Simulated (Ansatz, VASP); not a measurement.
# CaF2 in VASP and in Ansatz

File INCAR:

```
SYSTEM = CaF2
PREC = Accurate
ENCUT = 520
EDIFF = 1E-8
ISMEAR = -1
SIGMA = 0.03
LREAL = .False.
LASPH = .True.
NELM = 120
ALGO = Normal
ISIF = 2
LWAVE = .False.
LCHARG = .False.
LEFG = .True.
NBANDS = 19
GGA_COMPAT = .False.
```

The input KPOINTS:

```
regular mesh
0
Gamma
  10 10 10
  0 0 0
```

POSCAR

```
CaF2
1.0
    0.0000000000      2.7493382755      2.7493382755
    2.7493382755      0.0000000000      2.7493382755
    2.7493382755      2.7493382755      0.0000000000
Ca F
1 2
Direct
    0.0000000000      0.0000000000      0.0000000000
    0.2500000000      0.2500000000      0.2500000000
    0.7500000000      0.7500000000      0.7500000000
```

Input for Ansatz:

```yaml
crystal:
  lattice:
    - [0.0, 2.7493382755, 2.7493382755]
    - [2.7493382755, 0.0, 2.7493382755]
    - [2.7493382755, 2.7493382755, 0.0]
  atoms:
    - { symbol: Ca, position: [0.0, 0.0, 0.0] }
    - { symbol: F, position: [0.25, 0.25, 0.25] }
    - { symbol: F, position: [0.75, 0.75, 0.75] }
kpoints:
  mp_grid: { grid: [10, 10, 10] }
scf:
  occupations: { method: fermi_dirac, width: 0.03 }
hamiltonian:
  xc: lda
  pseudopotentials: { kind: paw }
output:
  forces: true
  stress: true
  eigenvalues: true
  efg: { contact_densities: true }
  write_density: true
  write_potential: true
  elf: true
  volumetric_format: npy
```

Change from the starting cell: volume scaled by 1.02, PAW files.

Alike in both runs: task electric field gradients; functional LDA; k mesh 10 × 10 × 10; occupations fermi-dirac, width 0.03 eV; no spin polarisation.

|  | VASP | Ansatz |
| --- | --- | --- |
| version | VASP 6.6.1 | Ansatz 0.2.0 |
| potentials or method | VASP PAW LDA potentials, release 64 (Ca_sv, F) | PAW with Ansatz's default frozen-core files, scalar-relativistic |
| plane-wave cutoff (eV) | 520 | 420 |
| valence electrons in the cell | 24 | 24 |

```csv
,VASP,Ansatz,Ansatz less VASP
gap on the k mesh at the Fermi level (eV),6.79,6.81,+0.022
pressure (GPa),-7.5,-7.8,-0.34
```

LDA's correlation is that of Perdew and Zunger in VASP and of Perdew and Wang (1992) in Ansatz.
